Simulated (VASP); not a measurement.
Here is a VASP 6.6.1 calculation.

Contents of INCAR:

```
SYSTEM = Ga3Te2O
  ALGO = Normal
  EDIFF = 1E-7
  ENCUT = 520
  GGA = PE
  ISIF = 2
  ISMEAR = 0
  LASPH = .TRUE.
  LCHARG = .FALSE.
  LREAL = .FALSE.
  LWAVE = .FALSE.
  NBANDS = 38
  NELM = 80
  PREC = Accurate
  SIGMA = 0.1
```

The input KPOINTS:

```
k-points
0
G
  3 3 6
  0 0 0
```

File POSCAR:

```
Ga3Te2O
1.0
    6.8546157020      0.0000000031      0.0000000000
   -3.4273078537      5.9362713296      0.0000000000
    0.0000000000      0.0000000000      4.2325319520
Ga Te O
3 2 1
Direct
    0.5000000000      0.0000000000      0.5000000000
    0.5000000000      0.5000000000      0.5000000000
    0.0000000000      0.5000000000      0.5000000000
    0.3333333333      0.6666666667      0.0000000000
    0.6666666667      0.3333333333      0.0000000000
    0.0000000000      0.0000000000      0.0000000000
```

Potentials or basis: VASP PAW PBE potentials, release 64 (Ga_d, Te, O).

Command:

```sh
$ cat potpaw_PBE.64/Ga_d/POTCAR potpaw_PBE.64/Te/POTCAR potpaw_PBE.64/O/POTCAR > POTCAR
$ mpirun -np 1 vasp_std > vasp.out
```

(1) Predict the band gap on the k mesh.

(2) Estimate the pressure.

Answers

(1) zero (an odd number of electrons rules out a gap without spin polarisation).

(2) 0.0 GPa.

Caveat: spin-orbit coupling is left out, which moves the levels of the heavy elements; an odd number of electrons without spin polarisation forces a metal; a magnetic or distorted state may lie lower.
